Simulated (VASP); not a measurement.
# BN (Cm) in VASP: notebook, part 2 of 2

VASP 6.6.1.

### 4 Single point, PBE+D3(BJ) (atom 1 (B) moved by -0.192 Å along [1 2 0] and -0.192 Å along [0 0 1])

INCAR reads:

```
SYSTEM = BN
PREC = Accurate
ENCUT = 520
EDIFF = 1E-7
ISMEAR = 0
SIGMA = 0.05
LREAL = .FALSE.
LASPH = .TRUE.
NELM = 80
ALGO = Normal
ISIF = 2
LWAVE = .FALSE.
LCHARG = .TRUE.
GGA = PE
IVDW = 12
LELF = .TRUE.
LVHAR = .TRUE.
NBANDS = 16
```

KPOINTS reads:

```
Automatic mesh
0
G
  12 12 4
  0 0 0
```

POSCAR reads:

```
BN
1.0
    2.5061233057      0.0000000000      0.0000000000
   -1.2530616528      2.1703664477      0.0000000000
    0.0000000000      0.0000000000      6.5973571420
B N
2 2
Direct
   -0.0442321619     -0.0884643237      0.4708974373
    0.3333333333      0.6666666667      0.0000000000
    0.0000000000      0.0000000000      0.0000000000
    0.6666666667      0.3333333333      0.5000000000
```

Potentials or basis: VASP PAW PBE potentials, release 64 (B, N).

Started as:

```sh
$ cat potpaw_PBE.64/B/POTCAR potpaw_PBE.64/N/POTCAR > POTCAR
$ mpirun -np 1 vasp_std > vasp.out
```

OUTCAR:

```text
SYSTEM = BN
   PREC = Accurate
   ENCUT = 520
   EDIFF = 1E-7
   ISMEAR = 0
   LREAL = .FALSE.
   LASPH = .TRUE.
   NELM = 80
   ISIF = 2
   GGA = PE
   IVDW = 12
 IVDW          = 12

 ion  position               nearest neighbor table
   1  0.956  0.912  0.471-   4 1.27   4 1.56   4 1.56
   2  0.333  0.667  0.000-   3 1.45   3 1.45   3 1.45
   3  0.000  0.000  0.000-   2 1.45   2 1.45   2 1.45
   4  0.667  0.333  0.500-   1 1.27   1 1.56   1 1.56

  LATTYP: Found a hexagonal cell.
 ALAT       =     2.5061233057
 C/A-ratio  =     2.6324950281

  Lattice vectors:

 A1 = (   2.5061233057,   0.0000000000,   0.0000000000)
 A2 = (  -1.2530616528,   2.1703664477,   0.0000000000)
 A3 = (   0.0000000000,   0.0000000000,   6.5973571420)

Analysis of symmetry for initial positions (statically):
=====================================================================
 Subroutine PRICEL returns:
 Original cell was already a primitive cell.

 Routine SETGRP: Setting up the symmetry group for a
 hexagonal supercell.

 Subroutine GETGRP returns: Found  2 space group operations
 (whereof  2 operations were pure point group operations)
 out of a pool of 24 trial point group operations.

The static configuration has the point symmetry C_1h.

Analysis of symmetry for dynamics (positions and initial velocities):
=====================================================================
 Subroutine PRICEL returns:
 Original cell was already a primitive cell.

 Routine SETGRP: Setting up the symmetry group for a
 hexagonal supercell.

 Subroutine GETGRP returns: Found  2 space group operations
 (whereof  2 operations were pure point group operations)
 out of a pool of 24 trial point group operations.

The dynamic configuration has the point symmetry C_1h.

 Subroutine INISYM returns: Found  2 space group operations
 (whereof  2 operations are pure point group operations),
 and found     1 'primitive' translations

----------------------------------------------------------------------------------------

                                     Primitive cell

  volume of cell :      35.8844

  direct lattice vectors                    reciprocal lattice vectors
     2.506123306  0.000000000  0.000000000     0.399022665  0.230375843  0.000000000
    -1.253061653  2.170366448  0.000000000     0.000000000  0.460751686  0.000000000
     0.000000000  0.000000000  6.597357142     0.000000000  0.000000000  0.151575847

  length of vectors
     2.506123306  2.506123306  6.597357142     0.460751686  0.460751686  0.151575847

  position of ions in fractional coordinates (direct lattice)
     0.955767838  0.911535676  0.470897437
     0.333333333  0.666666667  0.000000000
     0.000000000  0.000000000  0.000000000
     0.666666667  0.333333333  0.500000000

  ion indices of the primitive-cell ions
   primitive index   ion index
                 1           1
                 2           2
                 3           3
                 4           4

----------------------------------------------------------------------------------------

 KPOINTS: Automatic mesh

Automatic generation of k-mesh.
 Grid dimensions read from file:
 generate k-points for:   12   12    4

 Generating k-lattice:

  Cartesian coordinates                     Fractional coordinates (reciprocal lattice)
     0.033251889  0.019197987  0.000000000     0.083333333 -0.000000000  0.000000000
     0.000000000  0.038395974  0.000000000     0.000000000  0.083333333  0.000000000
     0.000000000  0.000000000  0.037893962     0.000000000  0.000000000  0.250000000

  Length of vectors
     0.038395974  0.038395974  0.037893962

  Shift w.r.t. Gamma in fractional coordinates (k-lattice)
     0.000000000  0.000000000  0.000000000

 Subroutine IBZKPT returns following result:
 ===========================================

 Found    164 irreducible k-points:

 Following reciprocal coordinates:
            Coordinates               Weight
  0.000000  0.000000  0.000000      1.000000
  0.083333  0.000000  0.000000      4.000000
  0.000000  0.083333  0.000000      2.000000
  0.166667  0.000000  0.000000      4.000000
  0.000000  0.166667  0.000000      2.000000
  0.250000  0.000000  0.000000      4.000000
[... 16 lines left out ...]
 -0.083333  0.416667  0.000000      4.000000
 -0.416667  0.333333  0.000000      4.000000
 [... further k-points ...]
   k-points           NKPTS =    164   k-points in BZ     NKDIM =    164   number of bands    NBANDS=     16
   number of dos      NEDOS =    301   number of ions     NIONS =      4
   total plane-waves  NPLWV =  20000
   dimension x,y,z NGX =    20 NGY =   20 NGZ =   50
   dimension x,y,z NGXF=    40 NGYF=   40 NGZF=  100
   ions per type =               2   2
   NGX,Y,Z   is equivalent  to a cutoff of  13.27, 13.27, 12.60 a.u.
   NGXF,Y,Z  is equivalent  to a cutoff of  26.53, 26.53, 25.20 a.u.
 SYSTEM =  BN
   PREC   = accura    normal or accurate (medium, high low for compatibility)
   ISTART =      0    job   : 0-new  1-cont  2-samecut
   ICHARG =      2    charge: 1-file 2-atom 10-const
   ISPIN  =      1    spin polarized calculation?
   LNONCOLLINEAR =      F non collinear calculations
   LSORBIT =      F    spin-orbit coupling
   LASPH  =      T    aspherical Exc in radial PAW
   ENCUT  =  520.0 eV  38.22 Ry    6.18 a.u.   4.66  4.66 12.27*2*pi/ulx,y,z
   NELM   =     80;   NELMIN=  2; NELMDL= -5     # of ELM steps
   EDIFF  = 0.1E-06   stopping-criterion for ELM
   LREAL  =      F    real-space projection
   EDIFFG = 0.1E-05   stopping-criterion for IOM
   NSW    =      0    number of steps for IOM
   IBRION =     -1    ionic relax: 0-MD 1-quasi-New 2-CG
   NFREE  =      0    steps in history (QN), initial steepest desc. (CG)
   ISIF   =      2    stress and relaxation
   ISYM   =      2    0-nonsym 1-usesym 2-fastsym
   POTIM  = 0.5000    time-step for ionic-motion
   TEBEG  =    0.0;   TEEND  =   0.0 temperature during run
   PSTRESS=    0.0 pullay stress
   NELECT =      16.0000    total number of electrons
   NUPDOWN=      -1.0000    fix difference up-down
   EMIN   =  10.00;   EMAX   =-10.00  energy-range for DOS
   EFERMI =   0.00;   METHOD = LEGACY
   ISMEAR =     0;   SIGMA  =   0.05  broadening in eV -4-tet -1-fermi 0-gaus
   EFERMI_NEDOS =   21; number of points for ismear=-14 and -15
   IALGO  =     38    algorithm
   IMIX   =      4    mixing-type and parameters
     AMIX     =   0.40;   BMIX     =  1.00
     AMIX_MAG =   1.60;   BMIX_MAG =  1.00
  volume/ion in A,a.u.               =       8.97        60.54
  Fermi-wavevector in a.u.,A,eV,Ry     =   1.250680  2.363443 21.282251  1.564201
  Thomas-Fermi vector in A             =   2.384663
   LORBIT       =      0    0 simple, 1 ext, 2 COOP (PROOUT), +10 PAW based schemes
   GGA     = PE    functional components
   LHFCALC =     F    Hartree Fock is set to
   AEXX    =    0.0000 exact exchange contribution
   IVDW    =    12    specifies the selected vdW correction
   LEPSILON=     F    determine dielectric tensor
   LRPA    =     F    only Hartree local field effects (RPA)
 non-spin polarized calculation
 Gauss-broadening in eV      SIGMA  =   0.05
  energy-cutoff  :      520.00
  volume of cell :       35.88
 maximum number of plane-waves:       985
   NGX =  9   NGY =  9   NGZ = 25

 number of electron      15.9999998 magnetization

 Free energy of the ion-electron system (eV)
  ---------------------------------------------------
  ext. energy  EPLUGINS =         0.00000000
  ---------------------------------------------------
  free energy    TOTEN  =       -34.04428080 eV

  energy without entropy =      -34.04428080  energy(sigma->0) =      -34.04428080

 E-fermi :   3.5553     XC(G=0): -10.1247

 val. band max:        3.3274572204   @ k =   0.0000   0.0000   0.2500
 cond. band min:       5.8844395585   @ k =   0.0000   0.5000   0.5000
 fundamental gap:      2.5569823380
 Fermi energy:         3.5552619917

 k-point     1 :       0.0000    0.0000    0.0000
  band No.  band energies     occupation
      1     -15.5637      2.00000
      2     -15.1027      2.00000
      3      -3.9948      2.00000
      4      -1.7275      2.00000
      5      -0.5565      2.00000
      6       0.8142      2.00000
[... 433 lines left out ...]
      3      -5.4595      2.00000
      4      -4.9318      2.00000
      5      -2.0416      2.00000
      6      -1.5699      2.00000
[... 8 lines left out ...]
     15      17.9260      0.00000
     16      18.9285      0.00000

 [... further k-points ...]

------------------------ aborting loop because EDIFF is reached ----------------------------------------

 Edisp (eV)   -0.56892

 E8    (eV) :    -0.1669

  FORCE on cell =-STRESS in cart. coord.  units (eV):
  Direction    XX          YY          ZZ          XY          YZ          ZX
  --------------------------------------------------------------------------------------
  -------------------------------------------------------------------------------------
  Total      -0.65640     5.79509    -0.46913     0.00000    -1.91236    -0.00000
  in kB     -29.30708   258.74117   -20.94575     0.00000   -85.38367    -0.00000
  external pressure =       69.50 kB  Pullay stress =        0.00 kB

 VOLUME and BASIS-vectors are now :
 -----------------------------------------------------------------------------
  energy-cutoff  :      520.00
  volume of cell :       35.88
      direct lattice vectors                 reciprocal lattice vectors
     2.506123306  0.000000000  0.000000000     0.399022665  0.230375843  0.000000000
    -1.253061653  2.170366448  0.000000000     0.000000000  0.460751686  0.000000000
     0.000000000  0.000000000  6.597357142     0.000000000  0.000000000  0.151575847

 POSITION                                       TOTAL-FORCE (eV/Angst)
 -----------------------------------------------------------------------------------
      1.25306      1.97837      3.10668         0.000000      9.986435      1.843516
     -0.00000      1.44691      0.00000        -0.000000     -0.006477     -0.167806
      0.00000      0.00000      0.00000         0.000000      0.007881      0.141804
      1.25306      0.72346      3.29868        -0.000000     -9.987839     -1.817514
 -----------------------------------------------------------------------------------
    total drift:                               -0.000000     -0.000068     -0.000053

  FREE ENERGIE OF THE ION-ELECTRON SYSTEM (eV)
  ---------------------------------------------------
  free  energy   TOTEN  =       -34.6132057882 eV

  energy  without entropy=      -34.6132057882  energy(sigma->0) =      -34.61320579
```

OSZICAR:

```text
N       E                     dE             d eps       ncg     rms          rms(c)
DAV:   1     0.435617794656E+02    0.43562E+02   -0.76956E+03  5248   0.925E+02
DAV:   2    -0.348789000500E+02   -0.78441E+02   -0.71054E+02  7208   0.212E+02
DAV:   3    -0.378554473148E+02   -0.29765E+01   -0.29633E+01  6896   0.403E+01
DAV:   4    -0.378723235990E+02   -0.16876E-01   -0.16874E-01  6472   0.336E+00
DAV:   5    -0.378724680121E+02   -0.14441E-03   -0.14441E-03  6808   0.298E-01    0.117E+01
DAV:   6    -0.344161795222E+02    0.34563E+01   -0.53972E+00  7144   0.185E+01    0.521E+00
DAV:   7    -0.341275109021E+02    0.28867E+00   -0.64065E-01  7400   0.602E+00    0.322E+00
DAV:   8    -0.340459988137E+02    0.81512E-01   -0.21773E-01  7032   0.336E+00    0.441E-01
DAV:   9    -0.340436009633E+02    0.23979E-02   -0.17721E-02  6264   0.111E+00    0.231E-01
DAV:  10    -0.340441349333E+02   -0.53397E-03   -0.13129E-03  6528   0.303E-01    0.536E-02
DAV:  11    -0.340442507593E+02   -0.11583E-03   -0.13056E-04  7296   0.100E-01    0.302E-02
DAV:  12    -0.340442770699E+02   -0.26311E-04   -0.25999E-05  6776   0.420E-02    0.993E-03
DAV:  13    -0.340442806661E+02   -0.35962E-05   -0.54056E-06  6968   0.171E-02    0.200E-03
DAV:  14    -0.340442807974E+02   -0.13127E-06   -0.28274E-07  6808   0.454E-03    0.754E-04
DAV:  15    -0.340442807993E+02   -0.19231E-08   -0.32154E-08  4664   0.139E-03
   1 F= -.34613206E+02 E0= -.34613206E+02  d E =-.188857E-12
```

It took 54 s on 1 thread of AMD EPYC 9R45 (Zen 5), shared host; peak memory 0.18 GiB.

What came out:

```yaml
Free_energy: -34.6132 eV
Pressure: 6.9 GPa
Largest_force: 10.155 eV/Å
Band_gap_on_the_k_mesh: 2.56 eV, indirect (least direct gap 3.92 eV)
Dispersion_energy_per_atom: -0.142 eV
```

Forces in eV/Å, atoms in the order of the input:
```
B    0.000  9.986  1.844
B    0.000 -0.006 -0.168
N    0.000  0.008  0.142
N    0.000 -9.988 -1.818
```

Levels at points of the mesh, in eV from the valence-band top:
| k point | band 6 | band 7 | band 8 | band 9 | band 10 | band 11 |
| --- | --- | --- | --- | --- | --- | --- |
| (0.00, 0.00, 0.00) | -2.51 | -2.51 | 0.00 | 3.92 | 8.22 | 9.17 |
| (0.50, 0.00, 0.00) | -4.91 | -2.59 | -1.87 | 3.43 | 4.88 | 7.66 |
| (0.00, 0.50, 0.00) | -3.88 | -2.26 | -1.45 | 2.72 | 3.94 | 8.55 |
| (0.00, 0.00, 0.50) | -2.51 | -2.51 | 0.00 | 5.74 | 7.00 | 8.22 |
| (0.50, 0.00, 0.50) | -4.92 | -2.33 | -2.04 | 3.53 | 4.25 | 7.81 |
| (0.00, 0.50, 0.50) | -3.88 | -2.12 | -1.43 | 2.56 | 3.56 | 8.72 |

Caveat: the cell differs from its parent crystal (atom 1 (B) moved by -0.192 Å along [1 2 0] and -0.192 Å along [0 0 1]); forces of over 1 eV/Å act on the atoms, so gaps and moduli don't describe the material at rest.
